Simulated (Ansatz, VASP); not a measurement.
**One calculation of CaSi2N2, two programs**

```
CELL_PARAMETERS angstrom
-2.01730 2.50146 3.62556
2.01730 -2.50146 3.62556
2.01730 2.50146 -3.62556
ATOMIC_POSITIONS crystal
Ca 0.00000 0.00000 0.00000
Si 0.74185 0.50000 0.24185
Si 0.25815 0.50000 0.75815
N 0.69840 0.19840 0.50000
N 0.30160 0.80160 0.50000
```

Change from the starting cell: species swapped into the Ce2ZnNi2 type (Immm, No. 71).

Alike in both runs: task single point; functional PBE; k mesh 6 × 6 × 6; occupations gaussian, width 0.1 eV; collinear spin.

|  | VASP | Ansatz |
| --- | --- | --- |
| version | VASP 6.6.1 | Ansatz 0.2.0 |
| potentials or method | VASP PAW PBE potentials, release 64 (Ca_sv, Si, N), cutoff 520 eV | scalar-relativistic, plane waves, PAW |
| valence electrons in the cell | 28 | 28 |

Ansatz gave:

| Item | Value |
| --- | --- |
| gap on the k mesh at the Fermi level (eV) | none |
| pressure (GPa) | 1.8 |
| traceless stress, the component that is largest in VASP (GPa) | -34.81 |
| rms of the force components (eV/Å) | 1.485 |
| net moment per atom (μB) | 0.00 |

Task: Estimate VASP's values.

Result: gap on the k mesh at the Fermi level (eV): none; pressure (GPa): 1.9; traceless stress, the component that is largest in VASP (GPa): -34.93; rms of the force components (eV/Å): 1.491; net moment per atom (μB): 0.00.

Atom by atom the forces differ by 0.007 eV/Å (rms over components). A gap of «none» marks a metal or a gap that the smearing closes. With one functional, cell and mesh, what is left measures potentials, basis and numerics. Ansatz's warnings: seeded moment not kept.
